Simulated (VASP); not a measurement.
# AlN (F-43m) in VASP: a series of runs, part 2 of 2

VASP 6.6.1.

### 3 G0W0 quasiparticle levels, PBE

Input file POSCAR:

```
AlN
1.0
    0.0000000000      2.1848764208      2.1848764208
    2.1848764208      0.0000000000      2.1848764208
    2.1848764208      2.1848764208      0.0000000000
Al N
1 1
Direct
    0.0000000000      0.0000000000      0.0000000000
    0.2500000000      0.2500000000      0.2500000000
```

Input file INCAR.step1:

```
SYSTEM = AlN
ALGO = Normal ; EDIFF = 1E-8
ENCUT = 500 ; GGA = PE
ISMEAR = 0 ; LASPH = .TRUE.
LCHARG = .FALSE. ; LREAL = .FALSE.
LWAVE = .TRUE. ; NELM = 60
PREC = Accurate ; SIGMA = 0.01
```

Input file INCAR.step2:

```
SYSTEM = AlN
ALGO = Exact ; EDIFF = 1E-8
ENCUT = 500 ; GGA = PE
ISMEAR = 0 ; ISTART = 1
LASPH = .TRUE. ; LCHARG = .FALSE.
LOPTICS = .TRUE. ; LREAL = .FALSE.
LWAVE = .TRUE. ; NBANDS = 34
NELM = 1 ; PREC = Accurate
SIGMA = 0.01
```

Input file INCAR.step3:

```
SYSTEM = AlN
ALGO = EVGW0 ; EDIFF = 1E-8
ENCUT = 500 ; ENCUTGW = 100.0
GGA = PE ; ISMEAR = 0
ISTART = 1 ; LASPH = .TRUE.
LCHARG = .FALSE. ; LREAL = .FALSE.
LWAVE = .FALSE. ; NBANDS = 34
NBANDSGW = 12 ; NELMGW = 1
NOMEGA = 48 ; PREC = Accurate
PRECFOCK = Fast ; SIGMA = 0.01
```

Input file KPOINTS:

```
k-points
0
G
  4 4 4
  0 0 0
```

Potentials or basis: VASP PAW PBE potentials, release 64 (Al_GW, N_GW).

Run with:

```bash
$ cat potpaw_PBE.64/Al_GW/POTCAR potpaw_PBE.64/N_GW/POTCAR > POTCAR
$ cp INCAR.step1 INCAR
$ mpirun -np 1 vasp_std > vasp.out
$ cp INCAR.step2 INCAR
$ mpirun -np 1 vasp_std > vasp.out
$ cp INCAR.step3 INCAR
$ mpirun -np 1 vasp_std > vasp.out
```

OUTCAR:

```text
SYSTEM = AlN
   EDIFF = 1E-8
   ENCUT = 500
   ENCUTGW = 100.0
   GGA = PE
   ISMEAR = 0
   ISTART = 1
   LASPH = .TRUE.
   LREAL = .FALSE.
   NELMGW = 1
   PREC = Accurate
   PRECFOCK = Fast

 ion  position               nearest neighbor table
   1  0.000  0.000  0.000-   2 1.89   2 1.89   2 1.89   2 1.89
   2  0.250  0.250  0.250-   1 1.89   1 1.89   1 1.89   1 1.89

  LATTYP: Found a face centered cubic cell.
 ALAT       =     4.3697528416

  Lattice vectors:

 A1 = (   0.0000000000,   2.1848764208,   2.1848764208)
 A2 = (   2.1848764208,   0.0000000000,   2.1848764208)
 A3 = (   2.1848764208,   2.1848764208,   0.0000000000)

Analysis of symmetry for initial positions (statically):
=====================================================================
 Subroutine PRICEL returns:
 Original cell was already a primitive cell.

 Routine SETGRP: Setting up the symmetry group for a
 face centered cubic supercell.

 Subroutine GETGRP returns: Found 24 space group operations
 (whereof 24 operations were pure point group operations)
 out of a pool of 48 trial point group operations.

The static configuration has the point symmetry T_d .

Analysis of symmetry for dynamics (positions and initial velocities):
=====================================================================
 Subroutine PRICEL returns:
 Original cell was already a primitive cell.

 Routine SETGRP: Setting up the symmetry group for a
 face centered cubic supercell.

 Subroutine GETGRP returns: Found 24 space group operations
 (whereof 24 operations were pure point group operations)
 out of a pool of 48 trial point group operations.

The dynamic configuration has the point symmetry T_d .

 Subroutine INISYM returns: Found 24 space group operations
 (whereof 24 operations are pure point group operations),
 and found     1 'primitive' translations

----------------------------------------------------------------------------------------

                                     Primitive cell

  volume of cell :      20.8598

  direct lattice vectors                    reciprocal lattice vectors
     0.000000000  2.184876421  2.184876421    -0.228845895  0.228845895  0.228845895
     2.184876421  0.000000000  2.184876421     0.228845895 -0.228845895  0.228845895
     2.184876421  2.184876421  0.000000000     0.228845895  0.228845895 -0.228845895

  length of vectors
     3.089881866  3.089881866  3.089881866     0.396372717  0.396372717  0.396372717

  position of ions in fractional coordinates (direct lattice)
     0.000000000  0.000000000  0.000000000
     0.250000000  0.250000000  0.250000000

  ion indices of the primitive-cell ions
   primitive index   ion index
                 1           1
                 2           2

----------------------------------------------------------------------------------------

 KPOINTS: k-points

Automatic generation of k-mesh.
 Grid dimensions read from file:
 generate k-points for:    4    4    4

 Generating k-lattice:

  Cartesian coordinates                     Fractional coordinates (reciprocal lattice)
    -0.057211474  0.057211474  0.057211474     0.250000000  0.000000000  0.000000000
     0.057211474 -0.057211474  0.057211474     0.000000000  0.250000000  0.000000000
     0.057211474  0.057211474 -0.057211474     0.000000000  0.000000000  0.250000000

  Length of vectors
     0.099093179  0.099093179  0.099093179

  Shift w.r.t. Gamma in fractional coordinates (k-lattice)
     0.000000000  0.000000000  0.000000000

 Subroutine IBZKPT returns following result:
 ===========================================

 Found      8 irreducible k-points:

 Following reciprocal coordinates:
            Coordinates               Weight
  0.000000  0.000000  0.000000      1.000000
  0.250000  0.000000  0.000000      8.000000
  0.500000  0.000000  0.000000      4.000000
  0.250000  0.250000  0.000000      6.000000
  0.500000  0.250000  0.000000     24.000000
 -0.250000  0.250000  0.000000     12.000000
  0.500000  0.500000  0.000000      3.000000
 -0.250000  0.500000  0.250000      6.000000
   k-points           NKPTS =      8   k-points in BZ     NKDIM =     64   number of bands    NBANDS=     34
   number of dos      NEDOS =    301   number of ions     NIONS =      2
   total plane-waves  NPLWV =  13824
   dimension x,y,z NGX =    24 NGY =   24 NGZ =   24
   dimension x,y,z NGXF=    48 NGYF=   48 NGZF=   48
   ions per type =               1   1
   NGX,Y,Z   is equivalent  to a cutoff of  12.91, 12.91, 12.91 a.u.
   NGXF,Y,Z  is equivalent  to a cutoff of  25.83, 25.83, 25.83 a.u.
 SYSTEM =  AlN
   PREC   = accura    normal or accurate (medium, high low for compatibility)
   ISTART =      1    job   : 0-new  1-cont  2-samecut
   ICHARG =      0    charge: 1-file 2-atom 10-const
   ISPIN  =      1    spin polarized calculation?
   LNONCOLLINEAR =      F non collinear calculations
   LSORBIT =      F    spin-orbit coupling
   LASPH  =      T    aspherical Exc in radial PAW
   ENCUT  =  500.0 eV  36.75 Ry    6.06 a.u.   5.63  5.63  5.63*2*pi/ulx,y,z
   NELM   =     60;   NELMIN=  2; NELMDL=  0     # of ELM steps
   EDIFF  = 0.1E-07   stopping-criterion for ELM
   LREAL  =      F    real-space projection
   EDIFFG = 0.1E-06   stopping-criterion for IOM
   NSW    =      0    number of steps for IOM
   IBRION =     -1    ionic relax: 0-MD 1-quasi-New 2-CG
   NFREE  =      0    steps in history (QN), initial steepest desc. (CG)
   ISIF   =      0    stress and relaxation
   ISYM   =      3    0-nonsym 1-usesym 2-fastsym
   POTIM  = 0.5000    time-step for ionic-motion
   TEBEG  =    0.0;   TEEND  =   0.0 temperature during run
   PSTRESS=    0.0 pullay stress
   NELECT =       8.0000    total number of electrons
   NUPDOWN=      -1.0000    fix difference up-down
   EMIN   =  10.00;   EMAX   =-10.00  energy-range for DOS
   EFERMI =   0.00;   METHOD = LEGACY
   ISMEAR =     0;   SIGMA  =   0.01  broadening in eV -4-tet -1-fermi 0-gaus
   EFERMI_NEDOS =   21; number of points for ismear=-14 and -15
   IALGO  =     38    algorithm
   IMIX   =      4    mixing-type and parameters
     AMIX     =   0.40;   BMIX     =  1.00
     AMIX_MAG =   1.60;   BMIX_MAG =  1.00
  volume/ion in A,a.u.               =      10.43        70.38
  Fermi-wavevector in a.u.,A,eV,Ry     =   1.189418  2.247675 19.248378  1.414716
  Thomas-Fermi vector in A             =   2.325526
   LORBIT       =      0    0 simple, 1 ext, 2 COOP (PROOUT), +10 PAW based schemes
   GGA     = PE    functional components
   LHFCALC =     T    Hartree Fock is set to
   PRECFOCK=fast      Normal, Fast or Accurate (Low or Medium for compatibility)
   ENCUT4O =  -1.0   cutoff for four orbital integrals eV
   NKREDX  =     1    reduce k-point grid by
   NKREDY  =     1    reduce k-point grid by
   NKREDZ  =     1    reduce k-point grid by
   AEXX    =    1.0000 exact exchange contribution
   HFSCREEN=    0.0000 screening length (either q_TF or 0.3 A-1)
   HFSCREENC=   0.0000 screening length for correlation (either q_TF or 0.3 A-1)
   ENCUTFOCK=  -1.0 apply spherical cutoff to Coloumb kernel
   IVDW    =     0    specifies the selected vdW correction
   LEPSILON=     F    determine dielectric tensor
   LRPA    =     F    only Hartree local field effects (RPA)
   LRPAFORCE           =     F    calculate RPA forces
   ENCUTGW             = 100.0    cutoff for response function in eV
   ENCUTGWSOFT         =  80.0    soft cutoff for Coulomb kernel in GW response function in eV
   ENCUTLF             =  -1.0    cutoff for local field effects
   NELMGW              =     1    number of iterations in solving QP/BSE equation
   NELMHF              =     1    number of iterations in the inner HF iteration
   NKREDLFX            =     1    NKREDLFY  =   1   NKREDLFZ  =   1
 non-spin polarized calculation
 Gauss-broadening in eV      SIGMA  =   0.01
  energy-cutoff  :      500.00
  volume of cell :       20.86
 maximum number of plane-waves:       544
 NGX is ok and might be reduce to    24
  NGX = 14; NGY = 14; NGZ = 14
   NGX = 11   NGY = 11   NGZ = 11
 maximum number of plane-waves:        59
 NGX is ok and might be reduce to    10

 QP shifts <psi_nk| G(iteration)W_0 |psi_nk>: iteration 1
 for sc-GW calculations column KS-energies equals QP-energies in previous step
 and V_xc(KS)=  KS-energies - (<T + V_ion + V_H > + <T+V_H+V_ion>^1  + <V_x>^1)

 k-point   1 :       0.0000    0.0000    0.0000
  band No.  KS-energies  QP-energies   sigma(KS)   V_xc(KS)     V^pw_x(r,r')   Z            occupation Imag(sigma)

      1     -10.0190     -11.2409     -16.5033     -14.7838     -24.7534       0.7106       2.0000       1.3460
      2       4.9672       4.4628     -17.3995     -16.7525     -20.8949       0.7795       2.0000       0.1118
      3       4.9672       4.4628     -17.3995     -16.7525     -20.8949       0.7795       2.0000       0.1118
      4       4.9672       4.4628     -17.3995     -16.7525     -20.8949       0.7795       2.0000       0.1118
      5       9.1364      10.0699     -11.3334     -12.4955      -7.6583       0.8034       0.0000      -0.0967
      6      17.4795      18.6656      -8.7811     -10.2687      -4.0096       0.7973       0.0000      -0.1620
      7      17.4795      18.6656      -8.7811     -10.2687      -4.0096       0.7973       0.0000      -0.1620
      8      17.4795      18.6656      -8.7811     -10.2687      -4.0096       0.7973       0.0000      -0.1620
      9      22.6118      23.9012      -8.8142     -10.4456      -3.6806       0.7904       0.0000      -0.3092
     10      22.6118      23.9012      -8.8142     -10.4456      -3.6806       0.7904       0.0000      -0.3092
     11      24.0093      24.7571      -8.6782      -9.6358      -2.5812       0.7809       0.0000      -0.8233
     12      24.0093      24.7571      -8.6782      -9.6358      -2.5812       0.7809       0.0000      -0.8233
[... 100 lines left out ...]
      1      -7.2765      -8.3522     -18.3698     -16.8778     -26.2638       0.7210       2.0000       0.9518
      2       1.1731       0.2555     -15.2248     -13.9998     -19.2330       0.7491       2.0000       0.1903
      3       1.5230       0.5734     -15.1962     -13.9332     -19.0964       0.7518       2.0000       0.1765
      4       2.2595       1.3885     -14.9081     -13.7720     -18.3962       0.7667       2.0000       0.1452
      5      10.9946      11.9401     -10.5880     -11.7747      -6.8261       0.7967       0.0000      -0.1050
      6      16.3738      17.5801     -10.4017     -11.9308      -5.8346       0.7889       0.0000      -0.1595
      7      16.9024      17.9146      -9.1396     -10.4264      -4.0297       0.7866       0.0000      -0.2255
      8      17.1081      18.7666     -11.5278     -13.6738      -6.6466       0.7728       0.0000      -0.1881
      9      22.1528      23.4077      -9.5911     -11.2561      -3.5281       0.7537       0.0000      -0.4595
     10      23.8339      24.9189      -9.2782     -10.6849      -3.3614       0.7713       0.0000      -0.5522
     11      29.9142      31.8511     -10.4139     -12.9284      -4.1151       0.7703       0.0000      -0.8937
     12      30.2328      31.8669     -10.0778     -12.1104      -4.0476       0.8040       0.0000      -1.0661
```

It took 35 s on 1 thread of Intel Xeon 8259CL, shared host; peak memory 0.19 GiB.

Results:

| Property | Result |
| --- | --- |
| Band gap on the k mesh, mean-field level | 3.29 eV, indirect (least direct gap 4.17 eV) |
| Quasiparticle gap | 4.38 eV |
| Least direct quasiparticle gap | 5.61 eV |

Caveat: the k points lie up to 0.62 Å⁻¹ apart; bands, screening cutoff and mesh are small and nothing is extrapolated, so the quasiparticle values aren't converged. A k mesh can miss the band edges.
